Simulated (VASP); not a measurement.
# ReBi (F-43m) in VASP: elastic constants with PBEsol

Aim: the elastic constants of ReBi with PBEsol.

Everything below comes from runs of VASP 6.6.1. Logs are shortened: lines on timing, memory, paths and dates and some standing lists are left out, and cuts for length are marked.

## (1) The cell of the first run

Symmetry: F-43m, No. 216, cubic system. The conventional cell has a = 6.135 Å, b = 6.135 Å, c = 6.135 Å, α = 90.00°, β = 90.00°, γ = 90.00°. Re (site symmetry -43m) has 4 Bi at 2.66 Å within 3.5 Å. Within 3.5 Å of Bi (site symmetry -43m) lie 4 Re at 2.66 Å.

## (2) Elastic constants, PBEsol

INCAR

```
SYSTEM = ReBi
ALGO = Normal
EDIFF = 1E-8
ENCUT = 600
GGA = PS
IBRION = 6
ISIF = 3
ISMEAR = 0
LASPH = .TRUE.
LCHARG = .FALSE.
LREAL = .FALSE.
LWAVE = .FALSE.
NELM = 100
NFREE = 2
NSW = 1
POTIM = 0.015
PREC = Accurate
SIGMA = 0.05
```

KPOINTS

```
k-points
0
G
  10 10 10
  0 0 0
```

POSCAR

```
ReBi
1.0
    0.0000000000      3.0677205794      3.0677205794
    3.0677205794      0.0000000000      3.0677205794
    3.0677205794      3.0677205794      0.0000000000
Re Bi
1 1
Direct
    0.0000000000      0.0000000000      0.0000000000
    0.2500000000      0.2500000000      0.2500000000
```

Potentials or basis: VASP PAW PBE potentials, release 64 (Re, Bi_d).

Launch:

```console
cat potpaw_PBE.64/Re/POTCAR potpaw_PBE.64/Bi_d/POTCAR > POTCAR
mpirun -np 1 vasp_std > vasp.out
```

OUTCAR:

```text
SYSTEM = ReBi
   EDIFF = 1E-8
   ENCUT = 600
   GGA = PS
   IBRION = 6
   ISIF = 3
   ISMEAR = 0
   LASPH = .TRUE.
   LREAL = .FALSE.
   NELM = 100
   NFREE = 2
   NSW = 1
   POTIM = 0.015
   PREC = Accurate

 ion  position               nearest neighbor table
   1  0.000  0.000  0.000-   2 2.66   2 2.66   2 2.66   2 2.66
   2  0.250  0.250  0.250-   1 2.66   1 2.66   1 2.66   1 2.66

  LATTYP: Found a face centered cubic cell.
 ALAT       =     6.1354411588

  Lattice vectors:

 A1 = (   0.0000000000,   3.0677205794,   3.0677205794)
 A2 = (   3.0677205794,   0.0000000000,   3.0677205794)
 A3 = (   3.0677205794,   3.0677205794,   0.0000000000)

Analysis of symmetry for initial positions (statically):
=====================================================================
 Subroutine PRICEL returns:
 Original cell was already a primitive cell.

 Routine SETGRP: Setting up the symmetry group for a
 face centered cubic supercell.

 Subroutine GETGRP returns: Found 24 space group operations
 (whereof 24 operations were pure point group operations)
 out of a pool of 48 trial point group operations.

The static configuration has the point symmetry T_d .

Analysis of symmetry for dynamics (positions and initial velocities):
=====================================================================
 Subroutine PRICEL returns:
 Original cell was already a primitive cell.

 Routine SETGRP: Setting up the symmetry group for a
 face centered cubic supercell.

 Subroutine GETGRP returns: Found 24 space group operations
 (whereof 24 operations were pure point group operations)
 out of a pool of 48 trial point group operations.

The dynamic configuration has the point symmetry T_d .

 Subroutine INISYM returns: Found 24 space group operations
 (whereof 24 operations are pure point group operations),
 and found     1 'primitive' translations

----------------------------------------------------------------------------------------

                                     Primitive cell

  volume of cell :      57.7401

  direct lattice vectors                    reciprocal lattice vectors
     0.000000000  3.067720579  3.067720579    -0.162987465  0.162987465  0.162987465
     3.067720579  0.000000000  3.067720579     0.162987465 -0.162987465  0.162987465
     3.067720579  3.067720579  0.000000000     0.162987465  0.162987465 -0.162987465

  length of vectors
     4.338412049  4.338412049  4.338412049     0.282302570  0.282302570  0.282302570

  position of ions in fractional coordinates (direct lattice)
     0.000000000  0.000000000  0.000000000
     0.250000000  0.250000000  0.250000000

  ion indices of the primitive-cell ions
   primitive index   ion index
                 1           1
                 2           2

----------------------------------------------------------------------------------------

 KPOINTS: k-points

Automatic generation of k-mesh.
 Grid dimensions read from file:
 generate k-points for:   10   10   10

 Generating k-lattice:

  Cartesian coordinates                     Fractional coordinates (reciprocal lattice)
    -0.016298746  0.016298746  0.016298746     0.100000000  0.000000000  0.000000000
     0.016298746 -0.016298746  0.016298746     0.000000000  0.100000000  0.000000000
     0.016298746  0.016298746 -0.016298746     0.000000000  0.000000000  0.100000000
[... 112 lines left out ...]
  --------------------------------------------------------------------------------------
  -------------------------------------------------------------------------------------
  Total        0.0115341      0.0115341      0.0115341     -0.0000000     -0.0000000      0.0000000
  in kB        0.3200480      0.3200480      0.3200480     -0.0000000     -0.0000000      0.0000000
  external PRESSURE =       0.3200480 kB  Pullay stress =       0.0000000 kB
[... 89 lines left out ...]
  FREE ENERGIE OF THE ION-ELECTRON SYSTEM (eV)
  ---------------------------------------------------
  free  energy   TOTEN  =       -13.4110710574 eV

  energy  without entropy=      -13.4049935954  energy(sigma->0) =      -13.40803233

[... ionic steps 4 to 14 ...]

--------------------------------------- Ionic step       15  -------------------------------------------

 number of electron      22.0000003 magnetization

------------------------ aborting loop because EDIFF is reached ----------------------------------------
[... 67 lines left out ...]
--------------------------------------- Ionic step       17  -------------------------------------------

 number of electron      22.0000001 magnetization

 Free energy of the ion-electron system (eV)
  ---------------------------------------------------
  ext. energy  EPLUGINS =         0.00000000
  ---------------------------------------------------
  free energy    TOTEN  =       -13.41352502 eV

  energy without entropy =      -13.40698516  energy(sigma->0) =      -13.41025509

 E-fermi :   4.5949     XC(G=0): -10.1678

 val. band max:        4.5934742523   @ k =   0.5000   0.4000   0.0000
 cond. band min:       4.5952887460   @ k =   0.0000   0.5000   0.4000
 fundamental gap:      0.0018144937
 Fermi energy:         4.5948677102

 k-point     1 :       0.0000    0.0000    0.0000
  band No.  band energies     occupation
      1     -17.4545      2.00000
      2     -17.4543      2.00000
      3     -17.4541      2.00000
      4     -17.4053      2.00000
      5     -17.4052      2.00000
      6      -7.1394      2.00000
      7       1.9467      2.00000
      8       1.9614      2.00000
      9       1.9771      2.00000
     10       4.4259      2.00000
     11       4.4259      2.00000
     12       7.0641      0.00000
     13      10.6097      0.00000
     14      10.6403      0.00000
[... 401 lines left out ...]
      2     -17.4532      2.00000
      3     -17.4520      2.00000
      4     -17.4054      2.00000
      5     -17.3930      2.00000
      6      -6.1213      2.00000
      7       0.4475      2.00000
      8       2.5674      2.00000
      9       2.6890      2.00000
     10       3.8754      2.00000
     11       4.5624      1.64127
     12       5.2827      0.00000
     13       6.4934      0.00000
     14       6.5811      0.00000
     15      10.2689      0.00000

 [... further k-points ...]

------------------------ aborting loop because EDIFF is reached ----------------------------------------

  FORCE on cell =-STRESS in cart. coord.  units (eV):
  Direction    XX          YY          ZZ          XY          YZ          ZX
  --------------------------------------------------------------------------------------
  -------------------------------------------------------------------------------------
  Total        0.0131614      0.0138655      0.0138655      0.0000000      0.2749166      0.0000000
  in kB        0.3652026      0.3847411      0.3847411      0.0000000      7.6284122      0.0000000
  external PRESSURE =       0.3782283 kB  Pullay stress =       0.0000000 kB
[... 17 lines left out ...]
  FREE ENERGIE OF THE ION-ELECTRON SYSTEM (eV)
  ---------------------------------------------------
  free  energy   TOTEN  =       -13.4135250173 eV

  energy  without entropy=      -13.4069851627  energy(sigma->0) =      -13.41025509

 INTERNAL STRAIN TENSORS FROM STRAINED CELLS
 ============================================

 INTERNAL STRAIN TENSOR FOR ION    1 for displacements in x,y,z  (eV/Angst):
          X           Y           Z          XY          YZ          ZX
  --------------------------------------------------------------------------------
  x     0.00000     0.00000     0.00000     0.00000    18.32142     0.00000
  y    -0.00000     0.00000     0.00000     0.00000    -0.00000    18.32161
  z    -0.00000     0.00000     0.00000    18.32270    -0.00000     0.00000

 INTERNAL STRAIN TENSORS FROM DISPLACED ATOMS
 ============================================

 INTERNAL STRAIN TENSOR FOR ION    1 for displacements in x,y,z  (eV/Angst):
          X           Y           Z          XY          YZ          ZX
  --------------------------------------------------------------------------------
  x     0.00000    -0.00000    -0.00000     0.00000    18.31556     0.00000
  y    -0.00000    -0.00000    -0.00000     0.00000     0.00000    18.31556
  z    -0.00000    -0.00000     0.00000    18.31556     0.00000     0.00000

 INTERNAL STRAIN TENSOR FOR ION    2 for displacements in x,y,z  (eV/Angst):
          X           Y           Z          XY          YZ          ZX
  --------------------------------------------------------------------------------
  x     0.00000     0.00000     0.00000     0.00000   -18.30121     0.00000
  y     0.00000     0.00000     0.00000     0.00000     0.00000   -18.30121
  z     0.00000     0.00000     0.00000   -18.30121     0.00000     0.00000

 Eigenvectors and eigenvalues of the dynamical matrix
 ----------------------------------------------------

   1 f  =    4.815349 THz    30.255730 2PiTHz  160.622753 cm-1    19.914674 meV
             X         Y         Z           dx          dy          dz
      0.000000  0.000000  0.000000     0.726887    0.000000    0.000000
      1.533860  1.533860  1.533860    -0.686757    0.000000    0.000000
[... 21 lines left out ...]
   6 f/i=    0.002162 THz     0.013583 2PiTHz    0.072112 cm-1     0.008941 meV
             X         Y         Z           dx          dy          dz
      0.000000  0.000000  0.000000     0.569658    0.377100   -0.070146
      1.533860  1.533860  1.533860     0.602945    0.399135   -0.074245

--------------------------------------------------------------------------------------------------------

 ELASTIC MODULI CONTR FROM IONIC RELAXATION (kBar)
 Direction    XX          YY          ZZ          XY          YZ          ZX
 --------------------------------------------------------------------------------
 XX          -0.0000     -0.0000      0.0000      0.0000     -0.0000      0.0000
 YY          -0.0000     -0.0000     -0.0000      0.0000      0.0000      0.0000
 ZZ           0.0000     -0.0000     -0.0000     -0.0000      0.0000      0.0000
 XY           0.0000      0.0000     -0.0000   -995.5389     -0.0000      0.0000
 YZ          -0.0000      0.0000      0.0000     -0.0000   -995.5389     -0.0000
 ZX           0.0000      0.0000      0.0000      0.0000     -0.0000   -995.5389
 --------------------------------------------------------------------------------

 TOTAL ELASTIC MODULI (kBar)
 Direction    XX          YY          ZZ          XY          YZ          ZX
 --------------------------------------------------------------------------------
 XX         820.5196    969.5687    969.5687      0.0000     -0.0000      0.0000
 YY         969.5687    820.5196    969.5687      0.0000      0.0000      0.0000
 ZZ         969.5687    969.5687    820.5196     -0.0000      0.0000      0.0000
 XY           0.0000      0.0000     -0.0000   -375.6180     -0.0000      0.0000
 YZ          -0.0000      0.0000      0.0000     -0.0000   -375.6180     -0.0000
 ZX           0.0000      0.0000      0.0000      0.0000     -0.0000   -375.6180
 --------------------------------------------------------------------------------
```

Run time: 27 min. Hardware: 1 thread of AMD EPYC 9R45 (Zen 5), shared host; peak memory 0.6 GiB.

What came out:

- Elastic constants C11, C12, C44: 82, 97, -38 GPa
- Voigt bulk modulus: 92 GPa
- Highest phonon frequency at Γ: 161 cm⁻¹

Phonon frequencies in cm⁻¹ (negative: imaginary):
```
              q point        frequencies
(0.000, 0.000, 0.000)  0 0 0 161 161 161
```

Elastic tensor in Voigt notation (GPa, in the Cartesian axes of the cell as first typed):
```
 82  97  97   0   0   0
 97  82  97   0   0   0
 97  97  82   0   0   0
  0   0   0 -38   0   0
  0   0   0   0 -38   0
  0   0   0   0   0 -38
```

Clamped-ion elastic tensor (GPa):
```
82 97 97  0  0  0
97 82 97  0  0  0
97 97 82  0  0  0
 0  0  0 62  0  0
 0  0  0  0 62  0
 0  0  0  0  0 62
```

Caveat: the elastic tensor has a negative eigenvalue, so either the cell is unstable as it stands or the mesh is too thin; the PAW data sets were made with another functional, which shifts forces and pressure a little; spin-orbit coupling is left out, which moves the levels of the heavy elements.
